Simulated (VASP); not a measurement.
BaTiO3:

```xyz
5
Lattice="4.0740 0.0000 0.0000 0.0000 4.0740 0.0000 0.0000 0.0000 4.0740" Properties=species:S:1:pos:R:3 pbc="T T T"
Ba    0.0000    0.0000    0.0000
Ti    2.0370    2.0370    2.0370
O     2.0370    2.0370    0.0000
O     2.0370    0.0000    2.0370
O     0.0000    2.0370    2.0370
```

This cell differs from its parent crystal: strain +2.0%.

Base run:

| Property | Result |
| --- | --- |
| Program | VASP 6.6.1 |
| Functional | PBE |
| Potentials or basis | VASP PAW PBE potentials, release 64 (Ba_sv, Ti_sv, O) |
| Cutoff | 520 eV |
| k mesh | 6 × 6 × 6 |
| Occupations | fermi-dirac, width 0.02 eV |
| Spin | no spin polarisation |

Its results: band gap on the k mesh 1.64 eV, indirect (least direct gap 1.83 eV); pressure -4.6 GPa.

**Question.** The run is repeated on the same cell with these changes: functional from PBE to r2SCAN; occupations from fermi-dirac, width 0.02 eV to gaussian, width 0.01 eV. What comes out?

**Answer.** Band gap on the k mesh 2.01 eV, indirect (least direct gap 2.21 eV); pressure -7.8 GPa.

Caveats: spin-orbit coupling is left out, which moves the levels of the heavy elements; the PAW data sets were made with another functional, which shifts forces and pressure a little (some runs).

A k mesh can miss the band edges.
